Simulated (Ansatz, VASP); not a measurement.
Zr2HS4: VASP beside Ansatz

```
CELL_PARAMETERS angstrom
7.29768 0.00000 0.00000
-3.64884 6.31997 0.00000
0.00000 0.00000 20.91715
ATOMIC_POSITIONS crystal
S 0.33333 0.16667 0.19123
S 0.33333 0.66667 0.19123
S 0.83333 0.16667 0.19123
S 0.83333 0.66667 0.19123
S 0.16667 0.33333 0.33069
S 0.16667 0.83333 0.33069
S 0.66667 0.33333 0.33069
S 0.66667 0.83333 0.33069
Zr 0.00000 0.00000 0.26096
Zr 0.00000 0.50000 0.26096
Zr 0.50000 0.00000 0.26096
Zr 0.50000 0.50000 0.26096
H 0.22851 0.77149 0.36750
H 0.43816 0.56184 0.36750
```

Alike in both runs: task single point; functional PBE; dispersion D3(BJ); k mesh 6 × 6 × 1; occupations gaussian, width 0.05 eV; no spin polarisation.

|  | VASP | Ansatz |
| --- | --- | --- |
| version | VASP 6.6.1 | Ansatz 0.2.0 |
| potentials or method | VASP PAW PBE potentials, release 64 (S, Zr_sv, H), cutoff 400 eV | scalar-relativistic, plane waves, PAW |
| valence electrons in the cell | 98 | 98 |

```csv
,VASP,Ansatz,Ansatz less VASP
gap on the k mesh at the Fermi level (eV),none,none,-
rms of the force components (eV/Å),2.580,2.695,+0.1146
"work function, face that differs most (eV)",5.39,5.40,+0.011
```

A gap of «none» marks a metal or a gap that the smearing closes.
